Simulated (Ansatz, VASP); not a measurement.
# Two plane-wave programs on Al12H

File INCAR:

```
SYSTEM = Al12H
ALGO = Normal
DIPOL = 0.5 0.5 0.304
EDIFF = 1E-6
ENCUT = 520
GGA = PE
IDIPOL = 3
ISIF = 2
ISMEAR = 0
ISPIN = 2
LASPH = .True.
LCHARG = .False.
LDIPOL = .True.
LORBIT = 11
LREAL = .False.
LWAVE = .False.
MAGMOM = 0 0 0 0 0 0 0 0 0 0 0 0 1
NBANDS = 34
NELM = 150
PREC = Accurate
SIGMA = 0.1
```

File KPOINTS:

```
k-points
0
Gamma
  6 6 1
  0 0 0
```

Contents of POSCAR:

```
Al12H
1.0
    5.7135165838      0.0000000000      0.0000000000
   -2.8567582919      4.9480505065      0.0000000000
    0.0000000000      0.0000000000     21.6013781936
Al H
12 1
Direct
    0.3333333333      0.1666666667      0.1851733702
    0.3333333333      0.6666666667      0.1851733702
    0.8333333333      0.1666666667      0.1851733702
    0.8333333333      0.6666666667      0.1851733702
    0.1666666667      0.3333333333      0.2916813828
    0.1666666667      0.8333333333      0.2916813828
    0.6666666667      0.3333333333      0.2916813828
    0.6666666667      0.8333333333      0.2916813828
    0.0000000000      0.0000000000      0.3981865470
    0.0000000000      0.5000000000      0.3981865470
    0.5000000000      0.0000000000      0.3981865470
    0.5000000000      0.5000000000      0.3981865470
    0.1666666667     -0.1666666667      0.4528126912
```

Input for Ansatz:

```yaml
crystal:
  lattice:
    - [5.7135165838, 0.0, 0.0]
    - [-2.8567582919, 4.9480505065, 0.0]
    - [0.0, 0.0, 21.6013781936]
  atoms:
    - { symbol: Al, position: [0.3333333333, 0.1666666667, 0.1851733702] }
    - { symbol: Al, position: [0.3333333333, 0.6666666667, 0.1851733702] }
    - { symbol: Al, position: [0.8333333333, 0.1666666667, 0.1851733702] }
    - { symbol: Al, position: [0.8333333333, 0.6666666667, 0.1851733702] }
    - { symbol: Al, position: [0.1666666667, 0.3333333333, 0.2916813828] }
    - { symbol: Al, position: [0.1666666667, 0.8333333333, 0.2916813828] }
    - { symbol: Al, position: [0.6666666667, 0.3333333333, 0.2916813828] }
    - { symbol: Al, position: [0.6666666667, 0.8333333333, 0.2916813828] }
    - { symbol: Al, position: [0.0, 0.0, 0.398186547] }
    - { symbol: Al, position: [0.0, 0.5, 0.398186547] }
    - { symbol: Al, position: [0.5, 0.0, 0.398186547] }
    - { symbol: Al, position: [0.5, 0.5, 0.398186547] }
    - { symbol: H, position: [0.1666666667, -0.1666666667, 0.4528126912], spin: 1.0 }
basis:
  ecutwfc: 420
kpoints:
  mp_grid: { grid: [6, 6, 1] }
hamiltonian:
  xc: pbe
  pseudopotentials: { kind: paw, azcp: { folder: soft_1 } }
scf:
  occupations: { method: gaussian, width: 0.1 }
output:
  forces: true
  eigenvalues: true
  populations: true
magnetization:
  spin_polarized: true
efield:
  axis: 3
  dipole_correction: true
  ramp_width: 0.04
```

Alike in both runs: task single point; functional PBE; k mesh 6 × 6 × 1; occupations gaussian, width 0.1 eV; collinear spin.

```csv
,VASP,Ansatz
version,VASP 6.6.1,Ansatz 0.2.0
potentials or method,"VASP PAW PBE potentials, release 64 (Al, H), cutoff 520 eV","scalar-relativistic, plane waves, PAW"
valence electrons in the cell,37,37
```

|  | VASP | Ansatz | Ansatz less VASP |
| --- | --- | --- | --- |
| gap on the k mesh at the Fermi level (eV) | none | none | - |
| rms of the force components (eV/Å) | 0.120 | 0.120 | -0.0001 |
| net moment per atom (μB) | 0.00 | 0.00 | 0.000 |

Atom by atom the forces differ by 0.001 eV/Å (rms over components). A gap of «none» marks a metal or a gap that the smearing closes. With one functional, cell and mesh, what is left measures potentials, basis and numerics. Ansatz's warnings: seeded moment not kept.
